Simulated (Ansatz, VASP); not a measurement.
# Ni in VASP and in Ansatz

File INCAR:

```
SYSTEM = Ni
PREC = Accurate
ENCUT = 600
EDIFF = 1E-7
ISMEAR = -1
SIGMA = 0.05
LREAL = .False.
LASPH = .True.
NELM = 150
ALGO = Normal
ISIF = 3
LWAVE = .False.
LCHARG = .False.
ISPIN = 2
MAGMOM = 1.5
LORBIT = 11
LMAXMIX = 4
GGA = PE
IBRION = 2
NSW = 100
EDIFFG = -0.005
```

Contents of KPOINTS:

```
regular mesh
0
Gamma
  16 16 16
  0 0 0
```

File POSCAR:

```
Ni
1.0
    2.2322827293      0.0000000000      0.0000000000
    0.0000000000      2.2322827293      0.0000000000
    0.0000000000      0.0000000000      2.2322827293
Ni
1
Direct
    0.0000000000      0.0000000000      0.0000000000
```

Input for Ansatz:

```yaml
crystal:
  lattice:
    - [2.2322827293, 0.0, 0.0]
    - [0.0, 2.2322827293, 0.0]
    - [0.0, 0.0, 2.2322827293]
  atoms:
    - { symbol: Ni, position: [0.0, 0.0, 0.0], spin: 1.5 }
magnetization:
  spin_polarized: true
kpoints:
  mp_grid: { grid: [16, 16, 16] }
scf:
  occupations: { method: fermi_dirac, width: 0.05 }
hamiltonian:
  xc: pbe
  pseudopotentials: { kind: paw }
output:
  forces: true
  stress: true
  write_density: true
  write_potential: true
  elf: true
  volumetric_format: npy
relax:
  f_tol: 0.005
  max_steps: 80
  cell: {}
```

Alike in both runs: task relaxation of cell and atoms; functional PBE; k mesh 16 × 16 × 16; occupations fermi-dirac, width 0.05 eV; collinear spin.

|  | VASP | Ansatz |
| --- | --- | --- |
| version | VASP 6.6.1 | Ansatz 0.2.0 |
| potentials or method | VASP PAW PBE potentials, release 64 (Ni) | PAW with Ansatz's default frozen-core files, scalar-relativistic |
| plane-wave cutoff (eV) | 600 | 420 |
| valence electrons in the cell | 10 | 18 |

VASP gave:

* net moment per atom (μB): 0.54
* size of the moment on the site where the two differ most (μB): 0.54
* relaxed volume (Å³/atom): 12.62
* relaxed cell length with the largest relative difference (Å): 2.328

What did Ansatz give for the same quantities?

net moment per atom (μB): 0.56; size of the moment on the site where the two differ most (μB): 0.58; relaxed volume (Å³/atom): 12.64; relaxed cell length with the largest relative difference (Å): 2.329.

Site moments also hang on the region over which each program counts them. VASP's potentials hold 10 valence electrons a cell and Ansatz's 18, so a difference there can come from the potentials and not from the codes.
